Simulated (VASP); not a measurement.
Here is a VASP 6.6.1 calculation.

Contents of POSCAR:

```
TiN
1.0
    0.0000000000      2.1125000000      2.1125000000
    2.1125000000      0.0000000000      2.1125000000
    2.1125000000      2.1125000000      0.0000000000
Ti N
1 1
Direct
    0.0000000000      0.0000000000      0.0000000000
    0.5000000000      0.5000000000      0.5000000000
```

The input INCAR.step1:

```
PREC = Accurate ; ENCUT = 520
ISMEAR = -1 ; SIGMA = 0.1
LREAL = F ; LASPH = T
NELM = 150 ; ISPIN = 2
MAGMOM = 1 0 ; LMAXMIX = 4
LDAU = T ; LDAUTYPE = 2
LDAUL = 2 -1 ; LDAUU = 3 0
LDAUJ = 0 0 ; NBANDS = 20
GGA = PE ; ALGO = Normal
EDIFF = 1E-4 ; LWAVE = T
LCHARG = F
```

INCAR.step2

```
PREC = Accurate ; ENCUT = 520
EDIFF = 1E-6 ; ISMEAR = -1
SIGMA = 0.1 ; LREAL = F
LASPH = T ; NELM = 150
ALGO = Normal ; ISIF = 2
LWAVE = F ; LCHARG = T
ISPIN = 2 ; MAGMOM = 1 0
LORBIT = 11 ; LMAXMIX = 4
LDAU = T ; LDAUTYPE = 2
LDAUL = 2 -1 ; LDAUU = 3 0
LDAUJ = 0 0 ; LDAUPRINT = 1
METAGGA = R2SCAN ; LMIXTAU = T
LELF = T ; LVHAR = T
NBANDS = 20 ; ISTART = 1
```

Contents of KPOINTS:

```
regular mesh
0
Gamma
  8 8 8
```

Potentials or basis: VASP PAW PBE potentials, release 64 (Ti_sv, N).

The run is started by

```sh
$ cat potpaw_PBE.64/Ti_sv/POTCAR potpaw_PBE.64/N/POTCAR > POTCAR
$ cp INCAR.step1 INCAR
$ mpirun -np 1 vasp_std > vasp.out
$ cp INCAR.step2 INCAR
$ mpirun -np 1 vasp_std > vasp.out
```

Task: Predict the pressure.

Result: 13.1 GPa.

Task: Estimate the net moment.

Result: 0.00 μB per cell.

Eigenvalues of the final occupation matrices:
| site | spin | trace | eigenvalues |
| --- | --- | --- | --- |
| site 1 d | 1 | 0.94 | 0.18 0.18 0.18 0.20 0.20 |
| site 1 d | 2 | 0.94 | 0.18 0.18 0.18 0.20 0.20 |

Caveat: the PAW data sets were made with another functional, which shifts forces and pressure a little. The state reached can hang on the start; a lower one may exist.
